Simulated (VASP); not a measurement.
Input of a VASP 6.6.1 run:

INCAR

```
SYSTEM = Ga7As8Pd
  ALGO = Normal
  EDIFF = 1E-6
  ENCUT = 520
  GGA = PS
  ISIF = 2
  ISMEAR = 0
  ISPIN = 2
  LASPH = .True.
  LCHARG = .False.
  LMAXMIX = 4
  LORBIT = 11
  LREAL = Auto
  LWAVE = .False.
  MAGMOM = 3 0 0 0 0 0 0 0 0 0 0 0 0 0 0 0
  NBANDS = 88
  NELM = 150
  PREC = Accurate
  SIGMA = 0.05
```

KPOINTS

```
k-points
0
Gamma
  3 3 3
  0 0 0
```

POSCAR

```
Ga7As8Pd
1.0
    0.0000000000      5.6537000000      5.6537000000
    5.6537000000      0.0000000000      5.6537000000
    5.6537000000      5.6537000000      0.0000000000
Pd Ga As
1 7 8
Direct
    0.0000000000      0.0000000000      1.0000000000
    0.0005118108      0.0005118108      0.4994881892
    0.0005118108      0.4994881892      0.0005118108
    0.0005118108      0.4994881892      0.4994881892
    0.4994881892      0.0005118108      0.0005118108
    0.4994881892      0.0005118108      0.4994881892
    0.4994881892      0.4994881892      0.0005118108
    0.5000000000      0.5000000000      0.5000000000
    0.1232025839      0.1232025839      0.1232025839
    0.1232025839      0.1232025839      0.6303922483
    0.1232025839      0.6303922483      0.1232025839
    0.1247390305      0.6250869898      0.6250869898
    0.6303922483      0.1232025839      0.1232025839
    0.6250869898      0.1247390305      0.6250869898
    0.6250869898      0.6250869898      0.1247390305
    0.6250869898      0.6250869898      0.6250869898
```

Potentials or basis: VASP PAW PBE potentials, release 64 (Pd, Ga_d, As).

Command:

```sh
$ cat potpaw_PBE.64/Pd/POTCAR potpaw_PBE.64/Ga_d/POTCAR potpaw_PBE.64/As/POTCAR > POTCAR
$ mpirun -np 1 vasp_std > vasp.out
```

**Question.** Estimate the net moment.

**Answer.** 0.00 μB per cell.

**Question.** What does it give for the pressure?

**Answer.** -0.2 GPa.

Forces in eV/Å, atoms in the order of the input:
```
Pd   0.000  0.000  0.000
Ga   0.000  0.000 -0.009
Ga   0.000 -0.009  0.000
Ga   0.009  0.000  0.000
Ga  -0.009  0.000  0.000
Ga   0.000  0.009  0.000
Ga   0.000  0.000  0.009
Ga   0.000  0.000  0.000
As  -0.047 -0.047 -0.047
As   0.047  0.047 -0.047
As   0.047 -0.047  0.047
As  -0.003  0.003  0.003
As  -0.047  0.047  0.047
As   0.003 -0.003  0.003
As   0.003  0.003 -0.003
As  -0.003 -0.003 -0.003
```

Caveat: the PAW data sets were made with another functional, which shifts forces and pressure a little.
